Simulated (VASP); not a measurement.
Set up this calculation in VASP 6.6.1, as the native input.

- Task: single point
- Functional: PBEsol
- Potentials or basis: VASP PAW PBE potentials, release 64 (Al)
- Cutoff: 520 eV
- k mesh: 18 × 18 × 6
- Occupations: gaussian, width 0.1 eV
- Spin: no spin polarisation
- Dipole correction: no
- Further INCAR settings: ALGO = Normal; EDIFF = 1e-07; NBANDS = 14

The structure of Al lies in POSCAR:

```
Al
1.0
    2.5924386154      0.0000000000      0.0000000000
   -1.2962193077      2.2451176987      0.0000000000
    0.0000000000      0.0000000000      8.5009199976
Al
4
Direct
    0.0000000000      0.0000000000      0.0000000000
    0.3333333333      0.6666666667      0.2500000000
    0.0000000000      0.0000000000      0.5000000000
    0.6666666667      0.3333333333      0.7500000000
```

This isn't the form of Al at room conditions, which is fcc.

One way to write it, as run:

INCAR

```
PREC     = Accurate       # precision mode
ENCUT    = 520            # plane-wave cutoff, eV
EDIFF    = 1E-7           # SCF threshold, eV
ISMEAR   = 0              # smearing method
SIGMA    = 0.1            # smearing width, eV
LREAL    = False          # projectors in reciprocal space
LASPH    = True           # aspherical terms in the spheres
NELM     = 60             # most SCF steps
ALGO     = Normal         # electronic algorithm
ISIF     = 2              # what is computed and relaxed
LWAVE    = False          # write WAVECAR
LCHARG   = False          # write CHGCAR
GGA      = PS             # functional
NBANDS   = 14             # bands
```

KPOINTS

```
Automatic mesh
0
Gamma
  18 18 6
```

Potentials or basis: VASP PAW PBE potentials, release 64 (Al).

Command:

```sh
$ cat potpaw_PBE.64/Al/POTCAR > POTCAR
$ mpirun -np 1 vasp_std > vasp.out
```

It gave:

| Quantity | Value |
| --- | --- |
| Pressure | 40.2 GPa |
| Band gap on the k mesh | zero (bands 6 and 7 overlap by 6.10 eV) |

Caveat: the cell stands under pressure; the PAW data sets were made with another functional, which shifts forces and pressure a little.

Wall time 29 s on 1 thread of Intel(R) Xeon(R) 6975P-C (Granite Rapids) (shared host), peak memory 0.2 GiB.
